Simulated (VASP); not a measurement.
Write the native input for VASP 6.6.1 that does the following.

* Task: single point
* Functional: PBEsol
* Potentials or basis: VASP PAW PBE potentials, release 64 (Ti_sv, Ni)
* Cutoff: 520 eV
* k mesh: 14 × 14 × 14
* Occupations: gaussian, width 0.1 eV
* Spin: no spin polarisation
* Dipole correction: no
* Further INCAR settings: ALGO = Normal; EDIFF = 1e-06; NBANDS = 18

The structure of TiNi lies in POSCAR:

```
TiNi
1.0
    2.8469339243      0.0000000000      0.0000000000
    0.0000000000      2.8469339243      0.0000000000
    0.0000000000      0.0000000000      2.8469339243
Ti Ni
1 1
Direct
    0.5000000000      0.5000000000      0.5000000000
    0.0000000000      0.0000000000      0.0000000000
```

This cell differs from its parent crystal: volume scaled by 0.88.

These files were run (other wordings do the same):

INCAR

```
  PREC = Accurate
  ENCUT = 520
  EDIFF = 1E-6
  ISMEAR = 0
  SIGMA = 0.1
  LREAL = F
  LASPH = T
  NELM = 80
  ALGO = Normal
  ISIF = 2
  LWAVE = F
  LCHARG = T
  GGA = PS
  LELF = T
  LVHAR = T
  NBANDS = 18
```

KPOINTS

```
Automatic mesh
0
Gamma
  14 14 14
```

Potentials or basis: VASP PAW PBE potentials, release 64 (Ti_sv, Ni).

Run with:

```console
$ cat potpaw_PBE.64/Ti_sv/POTCAR potpaw_PBE.64/Ni/POTCAR > POTCAR
$ mpirun -np 1 vasp_std > vasp.out
```

Results of the run:

```json
{
  "Pressure": "28.8 GPa",
  "Band gap on the k mesh": "zero (band 11 reaches 12.16 eV, above the bottom of band 12 at 9.97 eV)"
}
```

Caveat: the PAW data sets were made with another functional, which shifts forces and pressure a little.

Wall time 18 s on 1 thread of Intel(R) Xeon(R) 6975P-C (Granite Rapids), on a shared host, peak memory 0.17 GiB.
